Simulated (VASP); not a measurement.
Crystal: Li.

```
CELL_PARAMETERS angstrom
4.45444 0.00000 0.00000
0.00000 4.45444 0.00000
0.00000 0.00000 4.45444
ATOMIC_POSITIONS crystal
Li 0.87457 0.12543 0.62543
Li 0.37457 0.37457 0.37457
Li 0.12543 0.62543 0.87457
Li 0.62543 0.87457 0.12543
```

Base run:

```yaml
Program: VASP 6.6.1
Functional: PBEsol
Potentials_or_basis: VASP PAW PBE potentials, release 64 (Li_sv)
Cutoff: 750 eV
k_mesh: 6 × 6 × 6
Occupations: fermi-dirac, width 0.15 eV
Spin: no spin polarisation
```

Its results: band gap on the k mesh zero (band 6 reaches 2.69 eV, above the bottom of band 7 at 0.31 eV); pressure 0.0 GPa; largest force 0.005 eV/Å.

Q: The run is repeated on the same cell with these changes: functional from PBEsol to RPBE. What comes out?

A: Band gap on the k mesh zero (band 6 reaches 2.77 eV, above the bottom of band 7 at 0.38 eV); pressure 0.4 GPa; largest force 0.005 eV/Å.

RPBE binds less tightly than PBEsol, so the same cell stands under more pressure.

Caveats: the PAW data sets were made with another functional, which shifts forces and pressure a little.
